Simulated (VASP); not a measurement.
Be: single point with PBE

The system is Be.

```
Be
1.0
     2.30074    0.00000    0.00000
    -1.15037    1.99250    0.00000
     0.00000    0.00000    3.53625
Be
2
Direct
  0.33333 0.66667 0.25000
  0.66667 0.33333 0.75000
```

```
Program                : VASP 6.6.1
Task                   : single point
Functional             : PBE
Potentials or basis    : VASP PAW PBE potentials, release 64 (Be)
Cutoff                 : 600 eV
k mesh                 : 16 × 16 × 9
Occupations            : fermi-dirac, width 0.05 eV
Spin                   : no spin polarisation
Dipole correction      : no
Further INCAR settings : ALGO = Normal; EDIFF = 1e-06; NBANDS = 9
```

```
Pressure               : -2.5 GPa
Band gap on the k mesh : zero (band 2 reaches 7.85 eV, above the bottom of band 3 at 6.04 eV)
```

Stress tensor (GPa, compression positive):
```
-4.83  0.00  0.00
 0.00 -4.83  0.00
 0.00  0.00  2.28
```

Levels at points of the mesh, in eV from the Fermi level:
```
           k point  band 1  band 2  band 3  band 4  band 5
(0.00, 0.00, 0.00)  -11.18   -4.09    1.47   15.24   15.24
(0.50, 0.00, 0.00)   -4.97   -3.18    3.65    6.54    6.91
```

It took 24 s on 1 thread of Intel Xeon 8259CL, with other jobs on the host, peak memory 0.14 GiB.
